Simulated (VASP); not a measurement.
**KPbO3: relaxation of cell and atoms with LDA**

KPbO3:

```
CELL_PARAMETERS angstrom
4.20084 0.00000 0.00000
0.00000 4.20084 0.00000
0.00000 0.00000 4.20084
ATOMIC_POSITIONS crystal
K 0.00000 0.00000 0.00000
Pb 0.50000 0.50000 0.50000
O 0.50000 0.50000 0.00000
O 0.00000 0.50000 0.50000
O 0.50000 0.00000 0.50000
```

```
Program                : VASP 6.6.1
Task                   : relaxation of cell and atoms
Functional             : LDA
Potentials or basis    : VASP PAW LDA potentials, release 64 (K_sv, Pb_d, O)
Cutoff                 : 600 eV
k mesh                 : 4 × 4 × 4
Occupations            : gaussian, width 0.05 eV
Spin                   : no spin polarisation
Dipole correction      : no
Further INCAR settings : ALGO = Normal; EDIFF = 1e-06; IBRION = 2; EDIFFG = -0.03; NSW = 80; ISIF = 3
```

```yaml
Pressure_after_relaxing: 0.2 GPa
```

Final structure:
```xyz
5
Lattice="4.2008 0.0000 0.0000 0.0000 4.2008 0.0000 0.0000 0.0000 4.2008" Properties=species:S:1:pos:R:3 pbc="T T T"
K     0.0000    0.0000    0.0000
Pb    2.1004    2.1004    2.1004
O     2.1004    2.1004    0.0000
O     0.0000    2.1004    2.1004
O     2.1004    0.0000    2.1004
```

Levels at points of the mesh, in eV from the Fermi level:
```csv
k point,band 18,band 19,band 20,band 21,band 22,band 23,band 24
"(0.00, 0.00, 0.00)",-0.55,-0.55,-0.52,-0.52,-0.52,7.03,8.19
"(0.50, 0.00, 0.00)",-0.65,-0.65,-0.54,-0.54,3.98,8.20,9.42
"(0.50, 0.50, 0.00)",-0.71,-0.71,0.23,0.30,5.90,8.68,8.68
"(0.50, 0.50, 0.50)",0.24,0.32,0.32,0.32,6.94,6.94,6.95
```

Wall time 15 s on 1 thread of Intel(R) Xeon(R) 6975P-C (Granite Rapids) (shared host), peak memory 0.18 GiB.

Caveat: the k points lie up to 0.37 Å⁻¹ apart in the final cell; the relaxation stopped at its first step, so nothing moved; spin-orbit coupling is left out, which moves the levels of the heavy elements; an odd number of electrons without spin polarisation forces a metal; a magnetic or distorted state may lie lower.
